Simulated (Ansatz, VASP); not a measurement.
Si3N4: VASP beside Ansatz

Contents of POSCAR:

```
Si3N4
1.0
    7.6192367481      0.0000000000      0.0000000000
   -3.8096183740      6.5984525813      0.0000000000
    0.0000000000      0.0000000000      2.9112990899
Si N
6 8
Direct
    0.7678317162      0.1740753499      0.3256285714
    0.5937563663      0.7678317162      0.8256285714
    0.8259246501      0.5937563663      0.3256285714
    0.2321682838      0.8259246501      0.8256285714
    0.4062436337      0.2321682838      0.3256285714
    0.1740753499      0.4062436337      0.8256285714
    0.0298827494      0.3299417877      0.3256285714
    0.6999409617      0.0298827494      0.8256285714
    0.6700582123      0.6999409617      0.3256285714
    0.9701172506      0.6700582123      0.8256285714
    0.3000590383      0.9701172506      0.3256285714
    0.3299417877      0.3000590383      0.8256285714
    0.3333333333      0.6666666667     -0.1743714286
    0.6666666667      0.3333333333      0.3256285714
```

The input INCAR.step1:

```
ALGO = Normal
EDIFF = 1E-4
ENCUT = 520
GGA = PE
ISMEAR = 0
LASPH = True
LCHARG = False
LREAL = False
LWAVE = True
NBANDS = 45
NELM = 100
PREC = Accurate
SIGMA = 0.02
```

File INCAR.step2:

```
ALGO = Normal
EDIFF = 1E-6
ENCUT = 520
ISIF = 2
ISMEAR = 0
ISTART = 1
LASPH = True
LCHARG = False
LMIXTAU = True
LREAL = False
LWAVE = False
METAGGA = R2SCAN
NBANDS = 45
NELM = 100
PREC = Accurate
SIGMA = 0.02
```

The input KPOINTS:

```
k-points
0
Gamma
  6 6 8
```

Input for Ansatz:

```yaml
crystal:
  lattice:
    - [7.6192367481, 0.0, 0.0]
    - [-3.809618374, 6.5984525813, 0.0]
    - [0.0, 0.0, 2.9112990899]
  atoms:
    - { symbol: Si, position: [0.7678317162, 0.1740753499, 0.3256285714] }
    - { symbol: Si, position: [0.5937563663, 0.7678317162, 0.8256285714] }
    - { symbol: Si, position: [0.8259246501, 0.5937563663, 0.3256285714] }
    - { symbol: Si, position: [0.2321682838, 0.8259246501, 0.8256285714] }
    - { symbol: Si, position: [0.4062436337, 0.2321682838, 0.3256285714] }
    - { symbol: Si, position: [0.1740753499, 0.4062436337, 0.8256285714] }
    - { symbol: "N", position: [0.0298827494, 0.3299417877, 0.3256285714] }
    - { symbol: "N", position: [0.6999409617, 0.0298827494, 0.8256285714] }
    - { symbol: "N", position: [0.6700582123, 0.6999409617, 0.3256285714] }
    - { symbol: "N", position: [0.9701172506, 0.6700582123, 0.8256285714] }
    - { symbol: "N", position: [0.3000590383, 0.9701172506, 0.3256285714] }
    - { symbol: "N", position: [0.3299417877, 0.3000590383, 0.8256285714] }
    - { symbol: "N", position: [0.3333333333, 0.6666666667, -0.1743714286] }
    - { symbol: "N", position: [0.6666666667, 0.3333333333, 0.3256285714] }
basis:
  ecutwfc: 500
kpoints:
  mp_grid: { grid: [6, 6, 8] }
  band_path:
    path:
      - [[0.0, 0.0, 0.0], [0.5, 0.0, 0.0], [0.33333333, 0.33333333, 0.0], [0.0, 0.0, 0.0], [0.0, 0.0, 0.5], [0.5, 0.0, 0.5], [0.33333333, 0.33333333, 0.5], [0.0, 0.0, 0.5]]
      - [[0.5, 0.0, 0.5], [0.5, 0.0, 0.0]]
      - [[0.33333333, 0.33333333, 0.5], [0.33333333, 0.33333333, 0.0]]
    npoints: 10
hamiltonian:
  xc: r2scan
scf:
  occupations: { method: gaussian, width: 0.02 }
  n_extra_bands: 35
output:
  forces: true
  stress: true
  eigenvalues: true
  populations: true
  dos: { projected: true, de: 0.02, nscf_kmesh: { grid: [9, 9, 12] } }
  bader: false
  write_density: true
  write_potential: true
  elf: true
  volumetric_format: npy
```

Alike in both runs: task single point; functional r2SCAN; k mesh 6 × 6 × 8; occupations gaussian, width 0.02 eV; no spin polarisation.

|  | VASP | Ansatz |
| --- | --- | --- |
| version | VASP 6.6.1 | Ansatz 0.2.0 |
| potentials or method | VASP PAW PBE potentials, release 64 (Si, N), cutoff 520 eV | scalar-relativistic, plane waves, PAW |
| valence electrons in the cell | 64 | 64 |

```tsv
	VASP	Ansatz	Ansatz less VASP
gap on the k mesh at the Fermi level (eV)	4.98	4.98	+0.008
least direct gap on the mesh (eV)	5.17	5.18	+0.009
pressure (GPa)	-1.8	-1.6	+0.16
traceless stress, the component that is largest in VASP (GPa)	-0.24	-0.20	+0.036
rms of the force components (eV/Å)	0.026	0.025	-0.0003
```

VASP's potentials were made for PBE, not for r2SCAN. Atom by atom the forces differ by 0.001 eV/Å (rms over components). With one functional, cell and mesh, what is left measures potentials, basis and numerics.
